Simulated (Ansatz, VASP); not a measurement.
CoSn in VASP and in Ansatz

```xyz
6
Lattice="5.2197 0.0000 0.0000 -2.6099 4.5204 0.0000 0.0000 0.0000 4.1685" Properties=species:S:1:pos:R:3 pbc="T T T"
Co   -1.3574    2.3511    0.0000
Co    1.2524    2.1693    0.0000
Co    2.7149    0.0000    0.0000
Sn    2.6099    1.5068    2.0842
Sn    0.0000    3.0136    2.0842
Sn    0.0000    0.0000    0.0000
```

Change from the starting cell: mode 4 (83.9 1/cm) frozen in, largest displacement +0.105 Å.

Alike in both runs: task single point; functional PBEsol; k mesh 12 × 12 × 12; occupations gaussian, width 0.15 eV; no spin polarisation.

```csv
,VASP,Ansatz
version,VASP 6.6.1,Ansatz 0.2.0
potentials or method,"VASP PAW PBE potentials, release 64 (Co, Sn_d), cutoff 520 eV","scalar-relativistic, plane waves, PAW"
valence electrons in the cell,69,93
```

```csv
,VASP,Ansatz,Ansatz less VASP
gap on the k mesh at the Fermi level (eV),none,none,-
pressure (GPa),0.4,0.4,+0.09
"traceless stress, the component that is largest in VASP (GPa)",-0.77,-0.71,+0.060
rms of the force components (eV/Å),0.123,0.120,-0.0028
```

VASP's potentials were made for PBE, not for PBEsol. Atom by atom the forces differ by 0.003 eV/Å (rms over components). A gap of «none» marks a metal or a gap that the smearing closes. With one functional, cell and mesh, what is left measures potentials, basis and numerics. VASP's potentials hold 69 valence electrons a cell and Ansatz's 93, so a difference there can come from the potentials and not from the codes.
